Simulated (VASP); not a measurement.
# GaSb (sol) (F-43m) in VASP: further runs

Runs on GaSb (sol). Level: PBEsol. Tasks: single point.

All numbers are computed with VASP 6.6.1; they aren't measurements. Logs are shortened: lines on timing, memory, paths and dates and some standing lists are left out, and cuts for length are marked.

## Step 1: The cell of the first run

The structure is cubic, space group F-43m (No. 216). Conventional cell: a = 6.096 Å, b = 6.096 Å, c = 6.096 Å, α = 90.00°, β = 90.00°, γ = 90.00°. Within 3.5 Å of Ga (site symmetry -43m) lie 4 Sb at 2.64 Å. Sb (site symmetry -43m) has 4 Ga at 2.64 Å within 3.5 Å.

## Step 2: Single point, PBEsol

Input file INCAR:

```
SYSTEM = GaSb
PREC     = Accurate       ! precision mode
ENCUT    = 520            ! plane-wave cutoff, eV
EDIFF    = 1E-6           ! SCF threshold, eV
ISMEAR   = 0              ! smearing method
SIGMA    = 0.1            ! smearing width, eV
LREAL    = .FALSE.        ! projectors in reciprocal space
LASPH    = .TRUE.         ! aspherical terms in the spheres
NELM     = 60             ! most SCF steps
ALGO     = Normal         ! electronic algorithm
ISIF     = 2              ! what is computed and relaxed
LWAVE    = .FALSE.        ! write WAVECAR
LCHARG   = .TRUE.         ! write CHGCAR
GGA      = PS             ! functional
LELF     = .TRUE.         ! ELF
LVHAR    = .TRUE.       
NBANDS   = 16             ! bands
```

Input file KPOINTS:

```
regular mesh
0
G
  6 6 6
  0 0 0
```

Input file POSCAR:

```
GaSb
1.0
    0.0000000000      3.0480000000      3.0480000000
    3.0480000000      0.0000000000      3.0480000000
    3.0480000000      3.0480000000      0.0000000000
Ga Sb
1 1
Direct
    0.0000000000      0.0000000000      0.0000000000
    0.2500000000      0.2500000000      0.2500000000
```

Potentials or basis: VASP PAW PBE potentials, release 64 (Ga_d, Sb).

Command:

```console
$ cat potpaw_PBE.64/Ga_d/POTCAR potpaw_PBE.64/Sb/POTCAR > POTCAR
$ mpirun -np 1 vasp_std > vasp.out
```

OUTCAR:

```text
SYSTEM = GaSb
   PREC = Accurate
   ENCUT = 520
   EDIFF = 1E-6
   ISMEAR = 0
   LREAL = .FALSE.
   LASPH = .TRUE.
   NELM = 60
   ISIF = 2
   GGA = PS

 ion  position               nearest neighbor table
   1  0.000  0.000  0.000-   2 2.64   2 2.64   2 2.64   2 2.64
   2  0.250  0.250  0.250-   1 2.64   1 2.64   1 2.64   1 2.64

  LATTYP: Found a face centered cubic cell.
 ALAT       =     6.0960000000

  Lattice vectors:

 A1 = (   0.0000000000,   3.0480000000,   3.0480000000)
 A2 = (   3.0480000000,   0.0000000000,   3.0480000000)
 A3 = (   3.0480000000,   3.0480000000,   0.0000000000)

Analysis of symmetry for initial positions (statically):
=====================================================================
 Subroutine PRICEL returns:
 Original cell was already a primitive cell.

 Routine SETGRP: Setting up the symmetry group for a
 face centered cubic supercell.

 Subroutine GETGRP returns: Found 24 space group operations
 (whereof 24 operations were pure point group operations)
 out of a pool of 48 trial point group operations.

The static configuration has the point symmetry T_d .

Analysis of symmetry for dynamics (positions and initial velocities):
=====================================================================
 Subroutine PRICEL returns:
 Original cell was already a primitive cell.

 Routine SETGRP: Setting up the symmetry group for a
 face centered cubic supercell.

 Subroutine GETGRP returns: Found 24 space group operations
 (whereof 24 operations were pure point group operations)
 out of a pool of 48 trial point group operations.

The dynamic configuration has the point symmetry T_d .

 Subroutine INISYM returns: Found 24 space group operations
 (whereof 24 operations are pure point group operations),
 and found     1 'primitive' translations

----------------------------------------------------------------------------------------

                                     Primitive cell

  volume of cell :      56.6337

  direct lattice vectors                    reciprocal lattice vectors
     0.000000000  3.048000000  3.048000000    -0.164041995  0.164041995  0.164041995
     3.048000000  0.000000000  3.048000000     0.164041995 -0.164041995  0.164041995
     3.048000000  3.048000000  0.000000000     0.164041995  0.164041995 -0.164041995

  length of vectors
     4.310522938  4.310522938  4.310522938     0.284129069  0.284129069  0.284129069

  position of ions in fractional coordinates (direct lattice)
     0.000000000  0.000000000  0.000000000
     0.250000000  0.250000000  0.250000000

  ion indices of the primitive-cell ions
   primitive index   ion index
                 1           1
                 2           2

----------------------------------------------------------------------------------------

 KPOINTS: regular mesh

Automatic generation of k-mesh.
 Grid dimensions read from file:
 generate k-points for:    6    6    6

 Generating k-lattice:

  Cartesian coordinates                     Fractional coordinates (reciprocal lattice)
    -0.027340332  0.027340332  0.027340332     0.166666667  0.000000000  0.000000000
     0.027340332 -0.027340332  0.027340332     0.000000000  0.166666667  0.000000000
     0.027340332  0.027340332 -0.027340332     0.000000000  0.000000000  0.166666667

  Length of vectors
     0.047354845  0.047354845  0.047354845

  Shift w.r.t. Gamma in fractional coordinates (k-lattice)
     0.000000000  0.000000000  0.000000000

 Subroutine IBZKPT returns following result:
 ===========================================

 Found     16 irreducible k-points:

 Following reciprocal coordinates:
            Coordinates               Weight
  0.000000  0.000000  0.000000      1.000000
  0.166667  0.000000  0.000000      8.000000
  0.333333  0.000000  0.000000      8.000000
  0.500000  0.000000  0.000000      4.000000
  0.166667  0.166667  0.000000      6.000000
  0.333333  0.166667  0.000000     24.000000
[... 8 lines left out ...]
 -0.333333  0.333333  0.166667     24.000000
 -0.333333  0.500000  0.166667     12.000000
   k-points           NKPTS =     16   k-points in BZ     NKDIM =     16   number of bands    NBANDS=     16
   number of dos      NEDOS =    301   number of ions     NIONS =      2
   total plane-waves  NPLWV =  32768
   dimension x,y,z NGX =    32 NGY =   32 NGZ =   32
   dimension x,y,z NGXF=    64 NGYF=   64 NGZF=   64
   ions per type =               1   1
   NGX,Y,Z   is equivalent  to a cutoff of  12.34, 12.34, 12.34 a.u.
   NGXF,Y,Z  is equivalent  to a cutoff of  24.68, 24.68, 24.68 a.u.
 SYSTEM =  GaSb
   PREC   = accura    normal or accurate (medium, high low for compatibility)
   ISTART =      0    job   : 0-new  1-cont  2-samecut
   ICHARG =      2    charge: 1-file 2-atom 10-const
   ISPIN  =      1    spin polarized calculation?
   LNONCOLLINEAR =      F non collinear calculations
   LSORBIT =      F    spin-orbit coupling
   LASPH  =      T    aspherical Exc in radial PAW
   ENCUT  =  520.0 eV  38.22 Ry    6.18 a.u.   8.01  8.01  8.01*2*pi/ulx,y,z
   NELM   =     60;   NELMIN=  2; NELMDL= -5     # of ELM steps
   EDIFF  = 0.1E-05   stopping-criterion for ELM
   LREAL  =      F    real-space projection
   EDIFFG = 0.1E-04   stopping-criterion for IOM
   NSW    =      0    number of steps for IOM
   IBRION =     -1    ionic relax: 0-MD 1-quasi-New 2-CG
   NFREE  =      0    steps in history (QN), initial steepest desc. (CG)
   ISIF   =      2    stress and relaxation
   ISYM   =      2    0-nonsym 1-usesym 2-fastsym
   POTIM  = 0.5000    time-step for ionic-motion
   TEBEG  =    0.0;   TEEND  =   0.0 temperature during run
   PSTRESS=    0.0 pullay stress
   NELECT =      18.0000    total number of electrons
   NUPDOWN=      -1.0000    fix difference up-down
   EMIN   =  10.00;   EMAX   =-10.00  energy-range for DOS
   EFERMI =   0.00;   METHOD = LEGACY
   ISMEAR =     0;   SIGMA  =   0.10  broadening in eV -4-tet -1-fermi 0-gaus
   EFERMI_NEDOS =   21; number of points for ismear=-14 and -15
   IALGO  =     38    algorithm
   IMIX   =      4    mixing-type and parameters
     AMIX     =   0.40;   BMIX     =  1.00
     AMIX_MAG =   1.60;   BMIX_MAG =  1.00
  volume/ion in A,a.u.               =      28.32       191.09
  Fermi-wavevector in a.u.,A,eV,Ry     =   1.117225  2.111249 16.982684  1.248192
  Thomas-Fermi vector in A             =   2.253846
   LORBIT       =      0    0 simple, 1 ext, 2 COOP (PROOUT), +10 PAW based schemes
   GGA     = PS    functional components
   LHFCALC =     F    Hartree Fock is set to
   AEXX    =    0.0000 exact exchange contribution
   IVDW    =     0    specifies the selected vdW correction
   LEPSILON=     F    determine dielectric tensor
   LRPA    =     F    only Hartree local field effects (RPA)
 non-spin polarized calculation
 Gauss-broadening in eV      SIGMA  =   0.10
  energy-cutoff  :      520.00
  volume of cell :       56.63
 maximum number of plane-waves:      1544
   NGX = 17   NGY = 17   NGZ = 17

 number of electron      17.9999984 magnetization

 Free energy of the ion-electron system (eV)
  ---------------------------------------------------
  ext. energy  EPLUGINS =         0.00000000
  ---------------------------------------------------
  free energy    TOTEN  =        -8.12144658 eV

  energy without entropy =       -8.12068819  energy(sigma->0) =       -8.12106738

 E-fermi :   4.9177     XC(G=0):  -9.3089

 val. band max:        4.9158720120   @ k =   0.0000   0.0000   0.0000
 cond. band min:       5.2163709346   @ k =   0.5000   0.0000   0.0000
 fundamental gap:      0.3004989226
 Fermi energy:         4.9176631847

 k-point     1 :       0.0000    0.0000    0.0000
  band No.  band energies     occupation
      1     -10.1778      2.00000
      2     -10.1778      2.00000
      3     -10.1778      2.00000
      4     -10.1260      2.00000
      5     -10.1260      2.00000
      6      -6.7300      2.00000
[... 8 lines left out ...]
     15      13.4674      0.00000
     16      13.4674      0.00000

 k-point     2 :       0.1667    0.0000    0.0000
  band No.  band energies     occupation
      1     -10.1854      2.00000
      2     -10.1746      2.00000
      3     -10.1746      2.00000
      4     -10.1263      2.00000
      5     -10.1263      2.00000
      6      -6.4433      2.00000
[... 8 lines left out ...]
     15      12.4197      0.00000
     16      12.4197      0.00000

 k-point     3 :       0.3333    0.0000    0.0000
  band No.  band energies     occupation
      1     -10.2002      2.00000
      2     -10.1689      2.00000
      3     -10.1689      2.00000
      4     -10.1262      2.00000
      5     -10.1262      2.00000
      6      -5.6772      2.00000
[... 8 lines left out ...]
     15      12.9344      0.00000
     16      12.9344      0.00000

 k-point     4 :       0.5000    0.0000    0.0000
  band No.  band energies     occupation
      1     -10.2074      2.00000
      2     -10.1665      2.00000
      3     -10.1665      2.00000
      4     -10.1257      2.00000
      5     -10.1257      2.00000
      6      -5.0698      2.00000
[... 8 lines left out ...]
     15      14.7390      0.00000
     16      14.7390      0.00000

 k-point     5 :       0.1667    0.1667    0.0000
  band No.  band energies     occupation
      1     -10.1910      2.00000
      2     -10.1715      2.00000
      3     -10.1715      2.00000
      4     -10.1285      2.00000
      5     -10.1249      2.00000
      6      -6.3455      2.00000
[... 8 lines left out ...]
     15      12.2955      0.00000
     16      13.8256      0.00000

 k-point     6 :       0.3333    0.1667    0.0000
  band No.  band energies     occupation
      1     -10.2031      2.00000
      2     -10.1665      2.00000
      3     -10.1654      2.00000
      4     -10.1303      2.00000
      5     -10.1243      2.00000
      6      -5.7220      2.00000
[... 8 lines left out ...]
     15      13.4694      0.00000
     16      14.0247      0.00000

 k-point     7 :       0.5000    0.1667    0.0000
  band No.  band energies     occupation
      1     -10.2105      2.00000
      2     -10.1642      2.00000
      3     -10.1626      2.00000
      4     -10.1289      2.00000
      5     -10.1250      2.00000
      6      -4.9339      2.00000
[... 8 lines left out ...]
     15      14.5946      0.00000
     16      14.7920      0.00000

 k-point     8 :      -0.3333    0.1667    0.0000
  band No.  band energies     occupation
      1     -10.2074      2.00000
      2     -10.1649      2.00000
      3     -10.1649      2.00000
      4     -10.1272      2.00000
      5     -10.1266      2.00000
      6      -5.1666      2.00000
[... 8 lines left out ...]
     15      13.0112      0.00000
     16      14.5853      0.00000

 k-point     9 :      -0.1667    0.1667    0.0000
  band No.  band energies     occupation
      1     -10.1958      2.00000
      2     -10.1710      2.00000
      3     -10.1687      2.00000
      4     -10.1278      2.00000
      5     -10.1257      2.00000
      6      -5.9874      2.00000
[... 8 lines left out ...]
     15      13.1193      0.00000
     16      13.2976      0.00000

 k-point    10 :       0.3333    0.3333    0.0000
  band No.  band energies     occupation
      1     -10.2146      2.00000
      2     -10.1585      2.00000
      3     -10.1585      2.00000
      4     -10.1351      2.00000
      5     -10.1227      2.00000
      6      -5.2695      2.00000
[... 8 lines left out ...]
     15      14.9014      0.00000
     16      15.3933      0.00000

 k-point    11 :       0.5000    0.3333    0.0000
  band No.  band energies     occupation
      1     -10.2199      2.00000
      2     -10.1566      2.00000
      3     -10.1552      2.00000
      4     -10.1353      2.00000
      5     -10.1231      2.00000
      6      -4.5427      2.00000
[... 8 lines left out ...]
     15      15.1727      0.00000
     16      15.6600      0.00000

 k-point    12 :      -0.3333    0.3333    0.0000
  band No.  band energies     occupation
      1     -10.2157      2.00000
      2     -10.1604      2.00000
      3     -10.1580      2.00000
      4     -10.1310      2.00000
      5     -10.1258      2.00000
      6      -4.4777      2.00000
[... 8 lines left out ...]
     15      12.9146      0.00000
     16      16.8198      0.00000

 k-point    13 :       0.5000    0.5000    0.0000
  band No.  band energies     occupation
      1     -10.2255      2.00000
      2     -10.1518      2.00000
      3     -10.1518      2.00000
      4     -10.1388      2.00000
      5     -10.1217      2.00000
      6      -4.2222      2.00000
[... 8 lines left out ...]
     15      15.6674      0.00000
     16      16.1585      0.00000

 k-point    14 :       0.5000    0.3333    0.1667
  band No.  band energies     occupation
      1     -10.2122      2.00000
      2     -10.1625      2.00000
      3     -10.1595      2.00000
      4     -10.1317      2.00000
      5     -10.1245      2.00000
      6      -5.0209      2.00000
[... 8 lines left out ...]
     15      13.8550      0.00000
     16      15.8217      0.00000

 k-point    15 :      -0.3333    0.3333    0.1667
  band No.  band energies     occupation
      1     -10.2155      2.00000
      2     -10.1618      2.00000
      3     -10.1569      2.00000
      4     -10.1309      2.00000
      5     -10.1258      2.00000
      6      -4.4763      2.00000
[... 8 lines left out ...]
     15      15.2834      0.00000
     16      15.5431      0.00000

 k-point    16 :      -0.3333    0.5000    0.1667
  band No.  band energies     occupation
      1     -10.2204      2.00000
      2     -10.1580      2.00000
      3     -10.1534      2.00000
      4     -10.1344      2.00000
      5     -10.1242      2.00000
      6      -4.1866      2.00000
[... 8 lines left out ...]
     15      14.9168      0.00000
     16      16.2420      0.00000

------------------------ aborting loop because EDIFF is reached ----------------------------------------

  FORCE on cell =-STRESS in cart. coord.  units (eV):
  Direction    XX          YY          ZZ          XY          YZ          ZX
  --------------------------------------------------------------------------------------
  -------------------------------------------------------------------------------------
  Total        0.1879571      0.1879571      0.1879571      0.0000000      0.0000000      0.0000000
  in kB        5.3173395      5.3173395      5.3173395      0.0000000      0.0000000      0.0000000
  external PRESSURE =       5.3173395 kB  Pullay stress =       0.0000000 kB

 VOLUME and BASIS-vectors are now :
 -----------------------------------------------------------------------------
  energy-cutoff  :      520.00
  volume of cell :       56.63
      direct lattice vectors                 reciprocal lattice vectors
     0.000000000  3.048000000  3.048000000    -0.164041995  0.164041995  0.164041995
     3.048000000  0.000000000  3.048000000     0.164041995 -0.164041995  0.164041995
     3.048000000  3.048000000  0.000000000     0.164041995  0.164041995 -0.164041995

 POSITION                                       TOTAL-FORCE (eV/Angst)
 -----------------------------------------------------------------------------------
      0.00000      0.00000      0.00000        -0.000000     -0.000000      0.000000
      1.52400      1.52400      1.52400         0.000000      0.000000     -0.000000
 -----------------------------------------------------------------------------------
    total drift:                                0.000000      0.000000      0.000000

  FREE ENERGIE OF THE ION-ELECTRON SYSTEM (eV)
  ---------------------------------------------------
  free  energy   TOTEN  =        -8.1214465793 eV

  energy  without entropy=       -8.1206881856  energy(sigma->0) =       -8.12106738
```

Wall time 6.2 s (1 thread of Intel Xeon 6975P-C (Granite Rapids), shared host); peak memory 0.18 GiB.

What came out:

- Free energy: -8.1214 eV
- Pressure: 0.5 GPa

Levels at points of the mesh, in eV from the Fermi level:
```tsv
k point	band 6	band 7	band 8	band 9	band 10	band 11	band 12	band 13
(0.00, 0.00, 0.00)	-11.65	-0.07	-0.07	-0.07	0.00	2.68	2.68	2.68
(0.50, 0.00, 0.00)	-9.99	-6.52	-1.24	-1.24	0.30	3.64	3.64	6.24
(0.50, 0.50, 0.00)	-9.14	-6.95	-2.70	-2.70	0.76	1.07	8.67	8.67
```

Caveat: the PAW data sets were made with another functional, which shifts forces and pressure a little; spin-orbit coupling is left out, which moves the levels of the heavy elements.

## Step 3: Single point, PBEsol

This run uses another cell than the first one, of 28.54 Å³/atom, 1.008 times its volume.

Input file INCAR:

```
SYSTEM = GaSb
  ALGO = Normal
  EDIFF = 1E-6
  ENCUT = 520
  GGA = PS
  ISIF = 2
  ISMEAR = 0
  LASPH = .TRUE.
  LCHARG = .FALSE.
  LREAL = .FALSE.
  LWAVE = .FALSE.
  NBANDS = 16
  NELM = 80
  PREC = Accurate
  SIGMA = 0.1
```

Input file KPOINTS:

```
k-points
0
G
  10 10 10
  0 0 0
```

Input file POSCAR:

```
GaSb
1.0
    0.0000000000      3.0558950467      3.0558950467
    3.0558950467      0.0000000000      3.0558950467
    3.0558950467      3.0558950467      0.0000000000
Ga Sb
1 1
Direct
    0.0000000000      0.0000000000      0.0000000000
    0.2500000000      0.2500000000      0.2500000000
```

Potentials or basis: VASP PAW PBE potentials, release 64 (Ga_d, Sb).

Command:

```console
$ cat potpaw_PBE.64/Ga_d/POTCAR potpaw_PBE.64/Sb/POTCAR > POTCAR
$ mpirun -np 1 vasp_std > vasp.out
```

Run time: 12 s. Hardware: 1 thread of Intel Xeon 6975P-C (Granite Rapids), shared host; peak memory 0.19 GiB.

It converged, with:

| Item | Value |
| --- | --- |
| Free energy | -8.1535 eV |
| Pressure | 0.1 GPa |

Levels at points of the mesh, in eV from the Fermi level:
```
           k point  band 7  band 8  band 9  band 10  band 11  band 12
(0.00, 0.00, 0.00)   -0.05   -0.05   -0.05    -0.04     2.71     2.71
(0.50, 0.00, 0.00)   -6.46   -1.21   -1.21     0.30     3.67     3.67
(0.50, 0.50, 0.00)   -6.90   -2.65   -2.65     0.79     1.10     8.63
```

Caveat: the PAW data sets were made with another functional, which shifts forces and pressure a little; spin-orbit coupling is left out, which moves the levels of the heavy elements.
